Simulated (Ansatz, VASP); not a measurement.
**One calculation of BeS, two programs**

File INCAR:

```
PREC = Accurate
ENCUT = 520
EDIFF = 1E-6
ISMEAR = 0
SIGMA = 0.01
LREAL = False
LASPH = True
NELM = 80
ALGO = Normal
ISIF = 2
LWAVE = False
LCHARG = False
GGA = PE
NBANDS = 16
```

KPOINTS

```
Automatic mesh
0
Gamma
  9 9 4
```

POSCAR

```
BeS
1.0
    3.5282571047      0.0000000000      0.0000000000
   -1.7641285524      3.0555602838      0.0000000000
    0.0000000000      0.0000000000      7.8551627934
Be S
2 2
Direct
    0.3333333333      0.6666666667      0.2500000000
    0.6666666667      0.3333333333      0.7500000000
    0.6666666667      0.3333333333      0.2500000000
    0.3333333333      0.6666666667      0.7500000000
```

Input for Ansatz:

```yaml
crystal:
  lattice:
    - [3.5282571047, 0.0, 0.0]
    - [-1.7641285524, 3.0555602838, 0.0]
    - [0.0, 0.0, 7.8551627934]
  atoms:
    - { symbol: Be, position: [0.3333333333, 0.6666666667, 0.25] }
    - { symbol: Be, position: [0.6666666667, 0.3333333333, 0.75] }
    - { symbol: S, position: [0.6666666667, 0.3333333333, 0.25] }
    - { symbol: S, position: [0.3333333333, 0.6666666667, 0.75] }
kpoints:
  mp_grid: { grid: [9, 9, 4] }
hamiltonian:
  xc: pbe
scf:
  occupations: { method: fixed }
  n_extra_bands: 5
output:
  forces: true
  stress: true
  eigenvalues: true
```

Alike in both runs: task single point; functional PBE; k mesh 9 × 9 × 4; no spin polarisation.

|  | VASP | Ansatz |
| --- | --- | --- |
| version | VASP 6.6.1 | Ansatz 0.2.0 |
| potentials or method | VASP PAW PBE potentials, release 64 (Be, S) | plane waves, PAW |
| plane-wave cutoff (eV) | 520 | 420 |
| occupations | gaussian, width 0.01 eV | fixed |
| valence electrons in the cell | 16 | 16 |

Ansatz gave:

* gap on the k mesh at the Fermi level (eV): 4.22
* pressure (GPa): -3.3
* traceless stress, the component that is largest in VASP (GPa): 3.15

Question: Estimate VASP's values.

Answer: gap on the k mesh at the Fermi level (eV): 4.24; pressure (GPa): -3.3; traceless stress, the component that is largest in VASP (GPa): 3.11.
